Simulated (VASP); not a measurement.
# CuAu (R-3m) in VASP: further runs

Runs on CuAu. Level: r2SCAN. Tasks: single point.

Program: VASP 6.6.1. These are calculated values, not measurements. Logs are shortened: lines on timing, memory, paths and dates and some standing lists are left out, and cuts for length are marked.

## 1. The cell of the first run

It takes space group R-3m (No. 166, trigonal). The conventional cell has a = 2.924 Å, b = 2.924 Å, c = 12.937 Å, α = 90.00°, β = 90.00°, γ = 120.00°. Au (site symmetry -3m) has 6 Cu at 2.74 Å and 6 Au at 2.92 Å within 3.6 Å. Cu (site symmetry -3m) has 6 Au at 2.74 Å and 6 Cu at 2.92 Å within 3.6 Å.

## 2. Single point, r2SCAN

POSCAR reads:

```
CuAu
1.0
    1.4620466157      0.8441130071      4.3121794307
   -1.4620466157      0.8441130071      4.3121794307
    0.0000000000     -1.6882260143      4.3121794307
Au Cu
1 1
Direct
    0.0000000000      0.0000000000      0.0000000000
    0.5000000000      0.5000000000      0.5000000000
```

INCAR.step1 reads:

```
  PREC = Accurate
  ENCUT = 520
  ISMEAR = -1
  SIGMA = 0.05
  LREAL = F
  LASPH = T
  NELM = 60
  NBANDS = 18
  GGA = PE
  ALGO = Normal
  EDIFF = 1E-4
  LWAVE = T
  LCHARG = F
```

INCAR.step2 reads:

```
  PREC = Accurate
  ENCUT = 520
  EDIFF = 1E-6
  ISMEAR = -1
  SIGMA = 0.05
  LREAL = F
  LASPH = T
  NELM = 60
  ALGO = Normal
  ISIF = 2
  LWAVE = F
  LCHARG = F
  METAGGA = R2SCAN
  LMIXTAU = T
  NBANDS = 18
  ISTART = 1
```

KPOINTS reads:

```
Automatic mesh
0
Gamma
  11 11 11
```

Potentials or basis: VASP PAW PBE potentials, release 64 (Au, Cu).

Command:

```bash
cat potpaw_PBE.64/Au/POTCAR potpaw_PBE.64/Cu/POTCAR > POTCAR
cp INCAR.step1 INCAR
mpirun -np 1 vasp_std > vasp.out
cp INCAR.step2 INCAR
mpirun -np 1 vasp_std > vasp.out
```

OUTCAR:

```text
PREC = Accurate
   ENCUT = 520
   EDIFF = 1E-6
   ISMEAR = -1
   LREAL = F
   LASPH = T
   NELM = 60
   ISIF = 2
   METAGGA = R2SCAN
   ISTART = 1

 ion  position               nearest neighbor table
   1  0.000  0.000  0.000-   2 2.74   2 2.74   2 2.74   2 2.74   2 2.74   2 2.74
   2  0.500  0.500  0.500-   1 2.74   1 2.74   1 2.74   1 2.74   1 2.74   1 2.74

  LATTYP: Found a trigonal (rhomboedric) cell.
 ALAT       =     4.6308744874
 COS(alpha) =     0.8006453295

  Lattice vectors:

 A1 = (   1.4620466157,   0.8441130071,   4.3121794307)
 A2 = (  -1.4620466157,   0.8441130071,   4.3121794307)
 A3 = (   0.0000000000,  -1.6882260143,   4.3121794307)

Analysis of symmetry for initial positions (statically):
=====================================================================
 Subroutine PRICEL returns:
 Original cell was already a primitive cell.

 Routine SETGRP: Setting up the symmetry group for a
 trigonal (rhombohedral) supercell.

 Subroutine GETGRP returns: Found 12 space group operations
 (whereof 12 operations were pure point group operations)
 out of a pool of 12 trial point group operations.

The static configuration has the point symmetry D_3d.

Analysis of symmetry for dynamics (positions and initial velocities):
=====================================================================
 Subroutine PRICEL returns:
 Original cell was already a primitive cell.

 Routine SETGRP: Setting up the symmetry group for a
 trigonal (rhombohedral) supercell.

 Subroutine GETGRP returns: Found 12 space group operations
 (whereof 12 operations were pure point group operations)
 out of a pool of 12 trial point group operations.

The dynamic configuration has the point symmetry D_3d.

 Subroutine INISYM returns: Found 12 space group operations
 (whereof 12 operations are pure point group operations),
 and found     1 'primitive' translations

----------------------------------------------------------------------------------------

                                     Primitive cell

  volume of cell :      31.9308

  direct lattice vectors                    reciprocal lattice vectors
     1.462046616  0.844113007  4.312179431     0.341986360  0.197445917  0.077300432
    -1.462046616  0.844113007  4.312179431    -0.341986360  0.197445917  0.077300432
     0.000000000 -1.688226014  4.312179431     0.000000000 -0.394891834  0.077300432

  length of vectors
     4.630874487  4.630874487  4.630874487     0.402386527  0.402386527  0.402386527

  position of ions in fractional coordinates (direct lattice)
     0.000000000  0.000000000  0.000000000
     0.500000000  0.500000000  0.500000000

  ion indices of the primitive-cell ions
   primitive index   ion index
                 1           1
                 2           2

----------------------------------------------------------------------------------------

 KPOINTS: Automatic mesh

Automatic generation of k-mesh.
 Grid dimensions read from file:
 generate k-points for:   11   11   11

 Generating k-lattice:

  Cartesian coordinates                     Fractional coordinates (reciprocal lattice)
     0.031089669  0.017949629  0.007027312     0.090909091  0.000000000  0.000000000
    -0.031089669  0.017949629  0.007027312     0.000000000  0.090909091  0.000000000
     0.000000000 -0.035899258  0.007027312     0.000000000  0.000000000  0.090909091

  Length of vectors
     0.036580593  0.036580593  0.036580593

  Shift w.r.t. Gamma in fractional coordinates (k-lattice)
     0.000000000  0.000000000  0.000000000

 Subroutine IBZKPT returns following result:
 ===========================================

 Found    146 irreducible k-points:

 Following reciprocal coordinates:
            Coordinates               Weight
  0.000000  0.000000  0.000000      1.000000
  0.090909  0.000000  0.000000      6.000000
  0.181818  0.000000  0.000000      6.000000
  0.272727  0.000000 -0.000000      6.000000
  0.363636  0.000000  0.000000      6.000000
  0.454545  0.000000  0.000000      6.000000
[... 16 lines left out ...]
 -0.272727  0.181818  0.000000     12.000000
 -0.181818  0.181818  0.000000      6.000000
 [... further k-points ...]
   k-points           NKPTS =    146   k-points in BZ     NKDIM =    146   number of bands    NBANDS=     18
   number of dos      NEDOS =    301   number of ions     NIONS =      2
   total plane-waves  NPLWV =  46656
   dimension x,y,z NGX =    36 NGY =   36 NGZ =   36
   dimension x,y,z NGXF=    72 NGYF=   72 NGZF=   72
   ions per type =               1   1
   NGX,Y,Z   is equivalent  to a cutoff of  12.92, 12.92, 12.92 a.u.
   NGXF,Y,Z  is equivalent  to a cutoff of  25.85, 25.85, 25.85 a.u.
 SYSTEM =  unknown system
   PREC   = accura    normal or accurate (medium, high low for compatibility)
   ISTART =      1    job   : 0-new  1-cont  2-samecut
   ICHARG =      0    charge: 1-file 2-atom 10-const
   ISPIN  =      1    spin polarized calculation?
   LNONCOLLINEAR =      F non collinear calculations
   LSORBIT =      F    spin-orbit coupling
   LASPH  =      T    aspherical Exc in radial PAW
   ENCUT  =  520.0 eV  38.22 Ry    6.18 a.u.   8.61  8.61  8.61*2*pi/ulx,y,z
   NELM   =     60;   NELMIN=  2; NELMDL=  0     # of ELM steps
   EDIFF  = 0.1E-05   stopping-criterion for ELM
   LREAL  =      F    real-space projection
   EDIFFG = 0.1E-04   stopping-criterion for IOM
   NSW    =      0    number of steps for IOM
   IBRION =     -1    ionic relax: 0-MD 1-quasi-New 2-CG
   NFREE  =      0    steps in history (QN), initial steepest desc. (CG)
   ISIF   =      2    stress and relaxation
   ISYM   =      2    0-nonsym 1-usesym 2-fastsym
   POTIM  = 0.5000    time-step for ionic-motion
   TEBEG  =    0.0;   TEEND  =   0.0 temperature during run
   PSTRESS=    0.0 pullay stress
   NELECT =      22.0000    total number of electrons
   NUPDOWN=      -1.0000    fix difference up-down
   EMIN   =  10.00;   EMAX   =-10.00  energy-range for DOS
   EFERMI =   0.00;   METHOD = LEGACY
   ISMEAR =    -1;   SIGMA  =   0.05  broadening in eV -4-tet -1-fermi 0-gaus
   EFERMI_NEDOS =   21; number of points for ismear=-14 and -15
   IALGO  =     38    algorithm
   IMIX   =      4    mixing-type and parameters
     AMIX     =   0.40;   BMIX     =  1.00
     AMIX_MAG =   1.60;   BMIX_MAG =  1.00
  volume/ion in A,a.u.               =      15.97       107.74
  Fermi-wavevector in a.u.,A,eV,Ry     =   1.445925  2.732402 28.445688  2.090699
  Thomas-Fermi vector in A             =   2.564052
   LORBIT       =      0    0 simple, 1 ext, 2 COOP (PROOUT), +10 PAW based schemes
   METAGGA = R2SCAN    functional components
   LHFCALC =     F    Hartree Fock is set to
   AEXX    =    0.0000 exact exchange contribution
   IVDW    =     0    specifies the selected vdW correction
   LEPSILON=     F    determine dielectric tensor
   LRPA    =     F    only Hartree local field effects (RPA)
 non-spin polarized calculation
  energy-cutoff  :      520.00
  volume of cell :       31.93
 maximum number of plane-waves:       883
   NGX = 17   NGY = 17   NGZ = 17

 number of electron      21.9999996 magnetization

 Free energy of the ion-electron system (eV)
  ---------------------------------------------------
  ext. energy  EPLUGINS =         0.00000000
  ---------------------------------------------------
  free energy    TOTEN  =       -61.31449816 eV

  energy without entropy =      -61.30715647  energy(sigma->0) =      -61.31082732

 E-fermi :   7.3859     XC(G=0): -12.9539

 val. band max:        7.3758372535   @ k =   0.2727   0.2727   0.0909
 cond. band min:       7.3919762615   @ k =   0.4545   0.2727   0.1818
 fundamental gap:      0.0161390080
 Fermi energy:         7.3859450405

 k-point     1 :       0.0000    0.0000    0.0000
  band No.  band energies     occupation
      1      -1.9438      2.00000
      2       0.9762      2.00000
      3       2.5731      2.00000
      4       2.5731      2.00000
      5       3.5320      2.00000
      6       3.5320      2.00000
[... 10 lines left out ...]
     17      25.3194      0.00000
     18      27.8221      0.00000

 k-point     2 :       0.0909    0.0000    0.0000
  band No.  band energies     occupation
      1      -1.6892      2.00000
      2       1.1164      2.00000
      3       2.4825      2.00000
      4       2.7251      2.00000
      5       3.3407      2.00000
      6       3.5358      2.00000
[... 10 lines left out ...]
     17      24.8051      0.00000
     18      26.3035      0.00000

 k-point     3 :       0.1818    0.0000    0.0000
  band No.  band energies     occupation
      1      -0.9677      2.00000
      2       1.4568      2.00000
      3       2.3297      2.00000
      4       2.8627      2.00000
      5       3.1421      2.00000
      6       3.5553      2.00000
[... 10 lines left out ...]
     17      23.6668      0.00000
     18      24.9627      0.00000

 k-point     4 :       0.2727    0.0000   -0.0000
  band No.  band energies     occupation
      1       0.0298      2.00000
      2       1.6076      2.00000
      3       2.3583      2.00000
      4       2.6189      2.00000
      5       3.4726      2.00000
      6       3.8481      2.00000
[... 10 lines left out ...]
     17      22.8730      0.00000
     18      23.6858      0.00000

 k-point     5 :       0.3636    0.0000    0.0000
  band No.  band energies     occupation
      1       0.6824      2.00000
      2       1.6529      2.00000
      3       2.2167      2.00000
      4       3.3655      2.00000
      5       3.4921      2.00000
      6       4.2627      2.00000
[... 10 lines left out ...]
     17      22.0518      0.00000
     18      22.2099      0.00000

 k-point     6 :       0.4545    0.0000    0.0000
  band No.  band energies     occupation
      1       0.7322      2.00000
      2       1.5653      2.00000
      3       2.6604      2.00000
      4       3.4908      2.00000
      5       3.7490      2.00000
      6       4.1973      2.00000
[... 10 lines left out ...]
     17      21.0416      0.00000
     18      21.2931      0.00000

 k-point     7 :       0.0909    0.0909    0.0000
  band No.  band energies     occupation
      1      -1.6659      2.00000
      2       1.1194      2.00000
      3       2.4870      2.00000
      4       2.7271      2.00000
      5       3.3593      2.00000
      6       3.5234      2.00000
[... 10 lines left out ...]
     17      24.7153      0.00000
     18      26.1994      0.00000

 k-point     8 :       0.1818    0.0909   -0.0000
  band No.  band energies     occupation
      1      -1.1533      2.00000
      2       1.3758      2.00000
      3       2.3211      2.00000
      4       3.0025      2.00000
      5       3.0636      2.00000
      6       3.5240      2.00000
[... 10 lines left out ...]
     17      24.4137      0.00000
     18      25.0358      0.00000
[... 229 lines left out ...]
     17      21.6276      0.00000
     18      26.0881      0.00000

 k-point    20 :       0.4545    0.1818    0.0000
  band No.  band energies     occupation
      1       1.4636      2.00000
      2       1.6533      2.00000
      3       2.3529      2.00000
      4       2.5997      2.00000
      5       2.9466      2.00000
      6       4.3534      2.00000
[... 10 lines left out ...]
     17      19.1522      0.00000
     18      23.3296      0.00000

 k-point    21 :      -0.4545    0.1818    0.0000
  band No.  band energies     occupation
      1       1.4576      2.00000
      2       1.6596      2.00000
      3       2.6038      2.00000
      4       2.7384      2.00000
      5       3.1661      2.00000
      6       4.3343      2.00000
[... 10 lines left out ...]
     17      19.6806      0.00000
     18      21.4412      0.00000

 k-point    22 :      -0.3636    0.1818   -0.0000
  band No.  band energies     occupation
      1       1.4133      2.00000
      2       1.7552      2.00000
      3       2.4363      2.00000
      4       2.7371      2.00000
      5       3.2365      2.00000
      6       4.3694      2.00000
[... 10 lines left out ...]
     17      17.8427      0.00000
     18      23.5227      0.00000

 k-point    23 :      -0.2727    0.1818    0.0000
  band No.  band energies     occupation
      1       1.3514      2.00000
      2       1.8878      2.00000
      3       1.9918      2.00000
      4       2.6604      2.00000
      5       2.9708      2.00000
      6       4.4360      2.00000
[... 10 lines left out ...]
     17      18.4220      0.00000
     18      26.1321      0.00000

 k-point    24 :      -0.1818    0.1818    0.0000
  band No.  band energies     occupation
      1       0.5685      2.00000
      2       1.9307      2.00000
      3       2.1738      2.00000
      4       2.1796      2.00000
      5       3.1595      2.00000
      6       4.3967      2.00000
[... 10 lines left out ...]
     17      19.9969      0.00000
     18      27.2296      0.00000

 [... further k-points ...]

------------------------ aborting loop because EDIFF is reached ----------------------------------------

  FORCE on cell =-STRESS in cart. coord.  units (eV):
  Direction    XX          YY          ZZ          XY          YZ          ZX
  --------------------------------------------------------------------------------------
  -------------------------------------------------------------------------------------
  Total       -1.7798604     -1.7798604     -1.8168010      0.0000000      0.0000000     -0.0000000
  in kB      -89.3072352    -89.3072352    -91.1607833      0.0000000      0.0000000     -0.0000000
  external PRESSURE =     -89.9250846 kB  Pullay stress =       0.0000000 kB

 VOLUME and BASIS-vectors are now :
 -----------------------------------------------------------------------------
  energy-cutoff  :      520.00
  volume of cell :       31.93
      direct lattice vectors                 reciprocal lattice vectors
     1.462046616  0.844113007  4.312179431     0.341986360  0.197445917  0.077300432
    -1.462046616  0.844113007  4.312179431    -0.341986360  0.197445917  0.077300432
     0.000000000 -1.688226014  4.312179431     0.000000000 -0.394891834  0.077300432

 POSITION                                       TOTAL-FORCE (eV/Angst)
 -----------------------------------------------------------------------------------
      0.00000      0.00000      0.00000        -0.000000     -0.000000      0.000000
      0.00000     -0.00000      6.46827         0.000000      0.000000     -0.000000
 -----------------------------------------------------------------------------------
    total drift:                                0.000000     -0.000000      0.000000

  FREE ENERGIE OF THE ION-ELECTRON SYSTEM (eV)
  ---------------------------------------------------
  free  energy   TOTEN  =       -61.3144981642 eV

  energy  without entropy=      -61.3071564726  energy(sigma->0) =      -61.31082732
```

It took 3.7 min on 1 thread of Intel Xeon 6975P-C (Granite Rapids), shared host; peak memory 0.28 GiB.

Results:

```yaml
Free_energy: -61.3145 eV
Pressure: -9.0 GPa
Band_gap_on_the_k_mesh: zero (band 11 reaches 9.55 eV, above the bottom of band 12 at 5.22 eV)
```

Caveat: the PAW data sets were made with another functional, which shifts forces and pressure a little; spin-orbit coupling is left out, which moves the levels of the heavy elements.

## 3. Single point, r2SCAN

This run uses another cell than the first one, of 16.27 Å³/atom, 1.019 times its volume.

POSCAR reads:

```
CuAu
1.0
    1.4713592656      0.8494896681      4.3396462822
   -1.4713592656      0.8494896681      4.3396462822
    0.0000000000     -1.6989793362      4.3396462822
Au Cu
1 1
Direct
    0.0000000000      0.0000000000      0.0000000000
    0.5000000000      0.5000000000      0.5000000000
```

INCAR.step1 reads:

```
SYSTEM = CuAu
PREC = Accurate ; ENCUT = 520
ISMEAR = -1 ; SIGMA = 0.05
LREAL = .FALSE. ; LASPH = .TRUE.
NELM = 80 ; NBANDS = 18
GGA = PE ; ALGO = Normal
EDIFF = 1E-4 ; LWAVE = .TRUE.
LCHARG = .FALSE.
```

INCAR.step2 reads:

```
SYSTEM = CuAu
PREC = Accurate ; ENCUT = 520
EDIFF = 1E-6 ; ISMEAR = -1
SIGMA = 0.05 ; LREAL = .FALSE.
LASPH = .TRUE. ; NELM = 80
ALGO = Normal ; ISIF = 2
LWAVE = .FALSE. ; LCHARG = .FALSE.
METAGGA = R2SCAN ; LMIXTAU = .TRUE.
NBANDS = 18 ; ISTART = 1
```

KPOINTS reads:

```
regular mesh
0
G
  11 11 11
  0 0 0
```

Potentials or basis: VASP PAW PBE potentials, release 64 (Au, Cu).

Command:

```bash
cat potpaw_PBE.64/Au/POTCAR potpaw_PBE.64/Cu/POTCAR > POTCAR
cp INCAR.step1 INCAR
mpirun -np 1 vasp_std > vasp.out
cp INCAR.step2 INCAR
mpirun -np 1 vasp_std > vasp.out
```

Run time: 3.6 min. Hardware: 1 thread of Intel Xeon 6975P-C (Granite Rapids), shared host; peak memory 0.28 GiB.

Results (log left out):

- Free energy: -61.2774 eV
- Pressure: -10.8 GPa
- Band gap on the k mesh: zero (band 11 reaches 9.30 eV, above the bottom of band 12 at 5.01 eV)

Stress tensor (GPa, compression positive):
```
-10.61   0.00   0.00
  0.00 -10.61   0.00
  0.00   0.00 -11.09
```

Levels at points of the mesh, in eV from the Fermi level:
```tsv
k point	band 7	band 8	band 9	band 10	band 11	band 12	band 13	band 14	band 15	band 16
(0.00, 0.00, 0.00)	-2.67	-2.22	-2.22	-1.63	-1.63	0.19	4.46	15.32	16.18	16.18
```

Caveat: the PAW data sets were made with another functional, which shifts forces and pressure a little; spin-orbit coupling is left out, which moves the levels of the heavy elements.
